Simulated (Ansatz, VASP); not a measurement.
Ba2TaC2: VASP beside Ansatz

```
Ba Ta C
1.0
     4.45421    0.00000    0.00000
    -2.22710    3.85746    0.00000
     0.00000    0.00000    6.90969
Ba Ta C
2 1 2
Direct
  0.66667 0.33333 0.24661
  0.66667 0.33333 0.75339
  0.00000 0.00000 0.00000
  0.33333 0.66667 0.25257
  0.33333 0.66667 0.74743
```

Alike in both runs: task single point; functional PBE; k mesh 6 × 6 × 4; occupations gaussian, width 0.1 eV; no spin polarisation.

|  | VASP | Ansatz |
| --- | --- | --- |
| version | VASP 6.6.1 | Ansatz 0.2.0 |
| potentials or method | VASP PAW PBE potentials, release 64 (Ba_sv, Ta_sv_GW, C), cutoff 700 eV | scalar-relativistic, plane waves, PAW |
| valence electrons in the cell | 41 | 41 |

Ansatz gave:

| Item | Value |
| --- | --- |
| gap on the k mesh at the Fermi level (eV) | none |
| pressure (GPa) | 2.0 |
| traceless stress, the component that is largest in VASP (GPa) | 1.73 |
| rms of the force components (eV/Å) | 0.850 |

Q: Estimate VASP's values.

A: gap on the k mesh at the Fermi level (eV): none; pressure (GPa): 4.1; traceless stress, the component that is largest in VASP (GPa): 1.15; rms of the force components (eV/Å): 0.913.

Atom by atom the forces differ by 0.097 eV/Å (rms over components). A gap of «none» marks a metal or a gap that the smearing closes.

Neither program's run includes spin-orbit coupling.
